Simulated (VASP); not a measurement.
**NaCl: relaxation of cell and atoms with LDA**

Crystal: NaCl.

```xyz
2
Lattice="2.7322 2.7322 0.0000 -2.7322 2.7322 0.0000 0.0000 2.7322 2.7322" Properties=species:S:1:pos:R:3 pbc="T T T"
Na    0.0000    0.0000    0.0000
Cl    0.0000    2.7322    0.0000
```

| Quantity | Value |
| --- | --- |
| Program | VASP 6.6.1 |
| Task | relaxation of cell and atoms |
| Functional | LDA |
| Potentials or basis | VASP PAW LDA potentials, release 64 (Na_pv, Cl) |
| Cutoff | 600 eV |
| k mesh | 8 × 8 × 8 |
| Occupations | gaussian, width 0.01 eV |
| Spin | no spin polarisation |
| Target pressure | 15 GPa |
| Dipole correction | no |
| Further INCAR settings | ALGO = Normal; EDIFF = 1e-07; IBRION = 2; EDIFFG = -0.002; NSW = 100; ISIF = 3 |

The relaxed volume is 15.82 Å³/atom, the relaxed cell is a = 3.550 Å, b = 3.550 Å, c = 3.550 Å, α = 60.00°, β = 60.00°, γ = 90.00° and the space group after relaxing (to 0.1 Å) is Fm-3m (No. 225). The energy change on relaxing (the run minimises the enthalpy) is +168.5 meV/atom and the ionic steps are 17. The pressure after relaxing is 15.0 GPa and the band gap on the k mesh is 6.43 eV.

Step by step:
```csv
step,energy change (eV),largest force (eV/Å),pressure (GPa),volume (Å³)
1,0.0000,0.0000,0.03,40.79
2,0.4524,0.0000,18.61,30.54
3,0.3391,0.0000,15.07,31.62
4,0.3235,0.0000,14.56,31.79
5,0.3239,0.0000,14.59,31.79
6,0.3251,0.0000,14.63,31.77
7,0.3252,0.0000,14.63,31.77
8,0.3252,0.0000,14.62,31.77
9,0.3253,0.0000,14.62,31.77
10,0.3255,0.0000,14.65,31.77
11,0.3260,0.0000,14.66,31.77
12,0.3269,0.0000,14.68,31.76
13,0.3286,0.0000,14.75,31.74
14,0.3322,0.0000,14.87,31.70
15,0.3393,0.0000,15.09,31.62
16,0.3364,0.0000,14.98,31.65
17,0.3370,0.0000,15.01,31.65
```

Final structure:
```xyz
2
Lattice="2.5105 2.5105 0.0000 -2.5105 2.5105 0.0000 0.0000 2.5105 2.5105" Properties=species:S:1:pos:R:3 pbc="T T T"
Na   -2.5105    2.5105    0.0000
Cl    0.0000    5.0211    2.5105
```

Levels at points of the mesh, in eV from the valence-band top:
```csv
k point,band 5,band 6,band 7,band 8,band 9,band 10
"(0.00, 0.00, 0.00)",0.00,0.00,0.00,6.43,10.97,10.97
"(0.50, 0.00, 0.00)",-3.38,-0.57,-0.57,7.42,11.41,11.41
"(0.50, 0.50, 0.00)",-2.90,-1.06,-1.06,7.11,8.13,13.74
```

It took 35 s on 1 thread of Intel(R) Xeon(R) 6975P-C (Granite Rapids), with other jobs on the host, peak memory 0.16 GiB.

Caveat: the cell is relaxed towards a set pressure, so the run minimises the enthalpy, not the energy; the volume moved by over 15 % at a fixed basis, so the end points are rough. LDA usually gives volumes a few per cent too small.
